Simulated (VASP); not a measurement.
# B3C (R-3m) in VASP: notebook

The runs below take B3C through single point, relaxation of cell and atoms, with PBE.

Everything below comes from runs of VASP 6.6.1. Logs are shortened: lines on timing, memory, paths and dates and some standing lists are left out, and cuts for length are marked.

**1. The cell of the first run**

It takes space group R-3m (No. 166, trigonal). Conventional cell: a = 4.084 Å, b = 4.084 Å, c = 14.000 Å, α = 90.00°, β = 90.00°, γ = 120.00°. B (site symmetry m) has 1 C at 1.57 Å and 4 B at 1.77 to 1.82 Å within 2.1 Å. C (site symmetry 3m) has 1 C at 1.52 Å and 3 B at 1.57 Å within 2.0 Å.

**2. Single point, PBE**

INCAR

```
PREC     = Accurate       # precision mode
ENCUT    = 520            # plane-wave cutoff, eV
EDIFF    = 1E-6           # SCF threshold, eV
ISMEAR   = 0              # smearing method
SIGMA    = 0.2            # smearing width, eV
LREAL    = False          # projectors in reciprocal space
LASPH    = True           # aspherical terms in the spheres
NELM     = 60             # most SCF steps
ALGO     = Normal         # electronic algorithm
ISIF     = 2              # what is computed and relaxed
LWAVE    = False          # write WAVECAR
LCHARG   = False          # write CHGCAR
GGA      = PE             # functional
NBANDS   = 23             # bands
```

KPOINTS

```
Automatic mesh
0
Gamma
  5 5 5
```

POSCAR

```
B3C
1.0
    2.0420264398      1.1789645147      4.6668097791
   -2.0420264398      1.1789645147      4.6668097791
    0.0000000000     -2.3579290294      4.6668097791
B C
6 2
Direct
    0.2348095183      0.8020266861      0.8020266861
    0.8020266861      0.8020266861      0.2348095183
    0.8020266861      0.2348095183      0.8020266861
    0.1979733139      0.7651904817      0.1979733139
    0.1979733139      0.1979733139      0.7651904817
    0.7651904817      0.1979733139      0.1979733139
    0.4457600768      0.4457600768      0.4457600768
    0.5542399232      0.5542399232      0.5542399232
```

Potentials or basis: VASP PAW PBE potentials, release 64 (B, C).

On the command line:

```sh
> cat potpaw_PBE.64/B/POTCAR potpaw_PBE.64/C/POTCAR > POTCAR
> mpirun -np 1 vasp_std > vasp.out
```

OUTCAR:

```text
PREC = Accurate
   ENCUT = 520
   EDIFF = 1E-6
   ISMEAR = 0
   LREAL = False
   LASPH = True
   NELM = 60
   ISIF = 2
   GGA = PE

 ion  position               nearest neighbor table
   1  0.235  0.802  0.802-   8 1.57   2 1.77   3 1.77   4 1.82   5 1.82
   2  0.802  0.802  0.235-   8 1.57   3 1.77   1 1.77   6 1.82   4 1.82
   3  0.802  0.235  0.802-   8 1.57   2 1.77   1 1.77   6 1.82   5 1.82
   4  0.198  0.765  0.198-   7 1.57   5 1.77   6 1.77   1 1.82   2 1.82
   5  0.198  0.198  0.765-   7 1.57   6 1.77   4 1.77   3 1.82   1 1.82
   6  0.765  0.198  0.198-   7 1.57   5 1.77   4 1.77   3 1.82   2 1.82
   7  0.446  0.446  0.446-   8 1.52   5 1.57   6 1.57   4 1.57
   8  0.554  0.554  0.554-   7 1.52   2 1.57   3 1.57   1 1.57

  LATTYP: Found a trigonal (rhomboedric) cell.
 ALAT       =     5.2286654915
 COS(alpha) =     0.6949500200

  Lattice vectors:

 A1 = (   2.0420264398,   1.1789645147,   4.6668097791)
 A2 = (  -2.0420264398,   1.1789645147,   4.6668097791)
 A3 = (   0.0000000000,  -2.3579290294,   4.6668097791)

Analysis of symmetry for initial positions (statically):
=====================================================================
 Subroutine PRICEL returns:
 Original cell was already a primitive cell.

 Routine SETGRP: Setting up the symmetry group for a
 trigonal (rhombohedral) supercell.

 Subroutine GETGRP returns: Found 12 space group operations
 (whereof 12 operations were pure point group operations)
 out of a pool of 12 trial point group operations.

The static configuration has the point symmetry D_3d.

Analysis of symmetry for dynamics (positions and initial velocities):
=====================================================================
 Subroutine PRICEL returns:
 Original cell was already a primitive cell.

 Routine SETGRP: Setting up the symmetry group for a
 trigonal (rhombohedral) supercell.

 Subroutine GETGRP returns: Found 12 space group operations
 (whereof 12 operations were pure point group operations)
 out of a pool of 12 trial point group operations.

The dynamic configuration has the point symmetry D_3d.

 Subroutine INISYM returns: Found 12 space group operations
 (whereof 12 operations are pure point group operations),
 and found     1 'primitive' translations

----------------------------------------------------------------------------------------

                                     Primitive cell

  volume of cell :      67.4114

  direct lattice vectors                    reciprocal lattice vectors
     2.042026440  1.178964515  4.666809779     0.244854812  0.141366992  0.071426381
    -2.042026440  1.178964515  4.666809779    -0.244854812  0.141366992  0.071426381
     0.000000000 -2.357929029  4.666809779     0.000000000 -0.282733983  0.071426381

  length of vectors
     5.228665492  5.228665492  5.228665491     0.291616586  0.291616586  0.291616586

  position of ions in fractional coordinates (direct lattice)
     0.234809518  0.802026686  0.802026686
     0.802026686  0.802026686  0.234809518
     0.802026686  0.234809518  0.802026686
     0.197973314  0.765190482  0.197973314
     0.197973314  0.197973314  0.765190482
     0.765190482  0.197973314  0.197973314
     0.445760077  0.445760077  0.445760077
     0.554239923  0.554239923  0.554239923

  ion indices of the primitive-cell ions
   primitive index   ion index
                 1           1
                 2           2
                 3           3
                 4           4
                 5           5
                 6           6
                 7           7
                 8           8

----------------------------------------------------------------------------------------

 KPOINTS: Automatic mesh

Automatic generation of k-mesh.
 Grid dimensions read from file:
 generate k-points for:    5    5    5

 Generating k-lattice:

  Cartesian coordinates                     Fractional coordinates (reciprocal lattice)
     0.048970962  0.028273398  0.014285276     0.200000000 -0.000000000  0.000000000
    -0.048970962  0.028273398  0.014285276    -0.000000000  0.200000000  0.000000000
     0.000000000 -0.056546797  0.014285276     0.000000000  0.000000000  0.200000000

  Length of vectors
     0.058323317  0.058323317  0.058323317

  Shift w.r.t. Gamma in fractional coordinates (k-lattice)
     0.000000000  0.000000000  0.000000000

 Subroutine IBZKPT returns following result:
 ===========================================

 Found     19 irreducible k-points:

 Following reciprocal coordinates:
            Coordinates               Weight
  0.000000  0.000000  0.000000      1.000000
  0.200000  0.000000 -0.000000      6.000000
  0.400000  0.000000  0.000000      6.000000
  0.200000  0.200000 -0.000000      6.000000
  0.400000  0.200000  0.000000     12.000000
 -0.400000  0.200000  0.000000     12.000000
[... 11 lines left out ...]
  0.400000  0.400000  0.400000      2.000000
 -0.400000  0.400000  0.400000      6.000000
   k-points           NKPTS =     19   k-points in BZ     NKDIM =     19   number of bands    NBANDS=     23
   number of dos      NEDOS =    301   number of ions     NIONS =      8
   total plane-waves  NPLWV =  64000
   dimension x,y,z NGX =    40 NGY =   40 NGZ =   40
   dimension x,y,z NGXF=    80 NGYF=   80 NGZF=   80
   ions per type =               6   2
   NGX,Y,Z   is equivalent  to a cutoff of  12.72, 12.72, 12.72 a.u.
   NGXF,Y,Z  is equivalent  to a cutoff of  25.44, 25.44, 25.44 a.u.
 SYSTEM =  unknown system
   PREC   = accura    normal or accurate (medium, high low for compatibility)
   ISTART =      0    job   : 0-new  1-cont  2-samecut
   ICHARG =      2    charge: 1-file 2-atom 10-const
   ISPIN  =      1    spin polarized calculation?
   LNONCOLLINEAR =      F non collinear calculations
   LSORBIT =      F    spin-orbit coupling
   LASPH  =      T    aspherical Exc in radial PAW
   ENCUT  =  520.0 eV  38.22 Ry    6.18 a.u.   9.72  9.72  9.72*2*pi/ulx,y,z
   NELM   =     60;   NELMIN=  2; NELMDL= -5     # of ELM steps
   EDIFF  = 0.1E-05   stopping-criterion for ELM
   LREAL  =      F    real-space projection
   EDIFFG = 0.1E-04   stopping-criterion for IOM
   NSW    =      0    number of steps for IOM
   IBRION =     -1    ionic relax: 0-MD 1-quasi-New 2-CG
   NFREE  =      0    steps in history (QN), initial steepest desc. (CG)
   ISIF   =      2    stress and relaxation
   ISYM   =      2    0-nonsym 1-usesym 2-fastsym
   POTIM  = 0.5000    time-step for ionic-motion
   TEBEG  =    0.0;   TEEND  =   0.0 temperature during run
   PSTRESS=    0.0 pullay stress
   NELECT =      26.0000    total number of electrons
   NUPDOWN=      -1.0000    fix difference up-down
   EMIN   =  10.00;   EMAX   =-10.00  energy-range for DOS
   EFERMI =   0.00;   METHOD = LEGACY
   ISMEAR =     0;   SIGMA  =   0.20  broadening in eV -4-tet -1-fermi 0-gaus
   EFERMI_NEDOS =   21; number of points for ismear=-14 and -15
   IALGO  =     38    algorithm
   IMIX   =      4    mixing-type and parameters
     AMIX     =   0.40;   BMIX     =  1.00
     AMIX_MAG =   1.60;   BMIX_MAG =  1.00
  volume/ion in A,a.u.               =       8.43        56.86
  Fermi-wavevector in a.u.,A,eV,Ry     =   1.191667  2.251924 19.321218  1.420069
  Thomas-Fermi vector in A             =   2.327723
   LORBIT       =      0    0 simple, 1 ext, 2 COOP (PROOUT), +10 PAW based schemes
   GGA     = PE    functional components
   LHFCALC =     F    Hartree Fock is set to
   AEXX    =    0.0000 exact exchange contribution
   IVDW    =     0    specifies the selected vdW correction
   LEPSILON=     F    determine dielectric tensor
   LRPA    =     F    only Hartree local field effects (RPA)
 non-spin polarized calculation
 Gauss-broadening in eV      SIGMA  =   0.20
  energy-cutoff  :      520.00
  volume of cell :       67.41
 maximum number of plane-waves:      1838
   NGX = 19   NGY = 19   NGZ = 19

 number of electron      26.0000000 magnetization

 Free energy of the ion-electron system (eV)
  ---------------------------------------------------
  ext. energy  EPLUGINS =         0.00000000
  ---------------------------------------------------
  free energy    TOTEN  =       -56.29932709 eV

  energy without entropy =      -56.25849090  energy(sigma->0) =      -56.27890899

 E-fermi :   4.2610     XC(G=0): -10.6447

 val. band max:        4.2285640339   @ k =  -0.2000   0.4000   0.2000
 cond. band min:       4.2869431225   @ k =  -0.4000   0.4000   0.0000
 fundamental gap:      0.0583790886
 Fermi energy:         4.2609549005

 k-point     1 :       0.0000    0.0000    0.0000
  band No.  band energies     occupation
      1     -11.5953      2.00000
      2      -8.3712      2.00000
      3      -7.3262      2.00000
      4      -3.1999      2.00000
      5      -1.7017      2.00000
      6      -1.1421      2.00000
[... 15 lines left out ...]
     22      14.5125      0.00000
     23      16.1448      0.00000

 k-point     2 :       0.2000    0.0000   -0.0000
  band No.  band energies     occupation
      1     -11.3084      2.00000
      2      -8.6199      2.00000
      3      -7.2118      2.00000
      4      -3.8059      2.00000
      5      -2.3257      2.00000
      6      -1.8418      2.00000
[... 15 lines left out ...]
     22      13.9953      0.00000
     23      15.1061      0.00000

 k-point     3 :       0.4000    0.0000    0.0000
  band No.  band energies     occupation
      1     -10.5556      2.00000
      2      -9.3261      2.00000
      3      -7.0751      2.00000
      4      -4.6197      2.00000
      5      -2.5659      2.00000
      6      -2.4251      2.00000
[... 15 lines left out ...]
     22      13.5586      0.00000
     23      14.5152      0.00000
[... 365 lines left out ...]
 k-point    18 :       0.4000    0.4000    0.4000
  band No.  band energies     occupation
      1     -10.9660      2.00000
      2      -9.9832      2.00000
      3      -6.5446      2.00000
      4      -2.1058      2.00000
      5      -1.8322      2.00000
      6      -1.5574      2.00000
[... 15 lines left out ...]
     22      14.5746      0.00000
     23      14.8176      0.00000

 k-point    19 :      -0.4000    0.4000    0.4000
  band No.  band energies     occupation
      1     -10.5307      2.00000
      2     -10.0938      2.00000
      3      -6.8866      2.00000
      4      -3.4741      2.00000
      5      -2.3742      2.00000
      6      -1.9903      2.00000
[... 15 lines left out ...]
     22      14.3531      0.00000
     23      15.0783      0.00000

------------------------ aborting loop because EDIFF is reached ----------------------------------------

  FORCE on cell =-STRESS in cart. coord.  units (eV):
  Direction    XX          YY          ZZ          XY          YZ          ZX
  --------------------------------------------------------------------------------------
  -------------------------------------------------------------------------------------
  Total       -0.1388862     -0.1388862      0.0215846      0.0000000      0.0000000      0.0000000
  in kB       -3.3009288     -3.3009288      0.5130048      0.0000000      0.0000000      0.0000000
  external PRESSURE =      -2.0296176 kB  Pullay stress =       0.0000000 kB

 VOLUME and BASIS-vectors are now :
 -----------------------------------------------------------------------------
  energy-cutoff  :      520.00
  volume of cell :       67.41
      direct lattice vectors                 reciprocal lattice vectors
     2.042026440  1.178964515  4.666809779     0.244854812  0.141366992  0.071426381
    -2.042026440  1.178964515  4.666809779    -0.244854812  0.141366992  0.071426381
     0.000000000 -2.357929029  4.666809779     0.000000000 -0.282733983  0.071426381

 POSITION                                       TOTAL-FORCE (eV/Angst)
 -----------------------------------------------------------------------------------
     -1.15827     -0.66873      8.58162         0.006851      0.003956     -0.014015
      0.00000      1.33746      8.58162         0.000000     -0.007911     -0.014015
      1.15827     -0.66873      8.58162        -0.006851      0.003956     -0.014015
     -1.15827      0.66873      5.41881         0.006851     -0.003956      0.014015
      0.00000     -1.33746      5.41881         0.000000      0.007911      0.014015
      1.15827      0.66873      5.41881        -0.006851     -0.003956      0.014015
      0.00000      0.00000      6.24083         0.000000      0.000000     -0.017958
      0.00000      0.00000      7.75960         0.000000      0.000000      0.017958
 -----------------------------------------------------------------------------------
    total drift:                               -0.000000      0.000000     -0.000000

  FREE ENERGIE OF THE ION-ELECTRON SYSTEM (eV)
  ---------------------------------------------------
  free  energy   TOTEN  =       -56.2993270871 eV

  energy  without entropy=      -56.2584909020  energy(sigma->0) =      -56.27890899
```

Run time: 26 s. Hardware: 1 thread of AMD EPYC 9R45 (Zen 5), shared host; peak memory 0.2 GiB.

What came out:

* Free energy: -56.2993 eV
* Pressure: -0.2 GPa
* Largest force: 0.018 eV/Å
* Band gap on the k mesh: zero (band 13 reaches 4.62 eV, above the bottom of band 14 at 2.69 eV)

Forces on the atoms (eV/Å):
```
B    0.007  0.004 -0.014
B    0.000 -0.008 -0.014
B   -0.007  0.004 -0.014
B    0.007 -0.004  0.014
B    0.000  0.008  0.014
B   -0.007 -0.004  0.014
C    0.000  0.000 -0.018
C    0.000  0.000  0.018
```

Caveat: the k points lie up to 0.37 Å⁻¹ apart.

**3. Relaxation of cell and atoms, PBE**

This run uses another cell than the first one, of 8.46 Å³/atom, 1.003 times its volume.

INCAR

```
SYSTEM = B3C
  PREC = Accurate
  ENCUT = 600
  EDIFF = 1E-7
  ISMEAR = 0
  SIGMA = 0.2
  LREAL = .False.
  LASPH = .True.
  NELM = 100
  ALGO = Normal
  ISIF = 3
  LWAVE = .False.
  LCHARG = .False.
  GGA = PE
  IBRION = 2
  NSW = 36
  EDIFFG = -0.08
```

KPOINTS

```
regular mesh
0
Gamma
  5 5 5
  0 0 0
```

POSCAR

```
B3C
1.0
    2.0100000000      1.1604740400      4.8333333300
   -2.0100000000      1.1604740400      4.8333333300
    0.0000000000     -2.3209480800      4.8333333300
B C
6 2
Direct
    0.2410000000      0.8060000000      0.8060000000
    0.8060000000      0.8060000000      0.2410000000
    0.8060000000      0.2410000000      0.8060000000
    0.1940000000      0.7590000000      0.1940000000
    0.1940000000      0.1940000000      0.7590000000
    0.7590000000      0.1940000000      0.1940000000
    0.4460000000      0.4460000000      0.4460000000
    0.5540000000      0.5540000000      0.5540000000
```

Potentials or basis: VASP PAW PBE potentials, release 64 (B, C).

On the command line:

```sh
> cat potpaw_PBE.64/B/POTCAR potpaw_PBE.64/C/POTCAR > POTCAR
> mpirun -np 1 vasp_std > vasp.out
```

Run time: 5 min. Hardware: 1 thread of AMD EPYC 9R45 (Zen 5), shared host; peak memory 0.29 GiB.

It converged, with:

| Item | Value |
| --- | --- |
| Free energy | -56.3092 eV |
| Relaxed volume | 8.42 Å³/atom |
| Relaxed cell | a = 5.235 Å, b = 5.235 Å, c = 5.235 Å, α = 45.84°, β = 45.84°, γ = 45.84° |
| Space group after relaxing (to 0.05 Å) | R-3m (No. 166) |
| Energy gained by relaxing | 44.6 meV/atom |
| Ionic steps | 11 |
| Pressure after relaxing | -0.2 GPa |
| Largest force after relaxing | 0.038 eV/Å |
| Band gap on the k mesh | zero (band 13 reaches 4.65 eV, above the bottom of band 14 at 2.70 eV) |

Forces on the atoms (eV/Å):
```
B    0.005  0.003  0.027
B    0.000 -0.006  0.027
B   -0.005  0.003  0.027
B    0.005 -0.003 -0.027
B    0.000  0.006 -0.027
B   -0.005 -0.003 -0.027
C    0.000  0.000  0.038
C    0.000  0.000 -0.038
```

Stress tensor (GPa, compression positive):
```
 0.06  0.00  0.00
 0.00  0.06  0.00
 0.00  0.00 -0.74
```

Step by step:
```csv
step,energy change (eV),largest force (eV/Å),pressure (GPa),volume (Å³)
1,0.0000,2.0131,-0.81,67.64
2,0.2164,3.0132,1.29,67.22
3,-0.2557,0.8882,-1.45,67.47
4,-0.2946,1.5993,0.05,66.75
5,-0.3112,0.6156,-0.63,66.99
6,-0.3432,0.1013,1.78,66.48
7,-0.3447,0.0732,2.46,66.34
8,-0.3556,0.1509,0.16,67.19
9,-0.3556,0.1549,0.11,67.20
10,-0.3554,0.2401,-0.53,67.49
11,-0.3571,0.0378,-0.20,67.34
```

Final structure:
```
B C
1.0
     2.03898    1.17720    4.67596
    -2.03898    1.17720    4.67596
     0.00000   -2.35441    4.67596
B C
6 2
Direct
  0.23485 0.80193 0.80193
  0.80193 0.80193 0.23485
  0.80193 0.23485 0.80193
  0.19807 0.76515 0.19807
  0.19807 0.19807 0.76515
  0.76515 0.19807 0.19807
  0.44581 0.44581 0.44581
  0.55419 0.55419 0.55419
```

Levels at points of the mesh, in eV from the Fermi level:
| k point | band 10 | band 11 | band 12 | band 13 | band 14 | band 15 | band 16 | band 17 |
| --- | --- | --- | --- | --- | --- | --- | --- | --- |
| (0.00, 0.00, 0.00) | -4.43 | -4.43 | -1.82 | -1.11 | -1.11 | 4.15 | 5.50 | 5.71 |

Caveat: the k points lie up to 0.37 Å⁻¹ apart in the final cell; the relaxation stopped at a loose force limit of 0.08 eV/Å, so its end isn't a converged minimum.
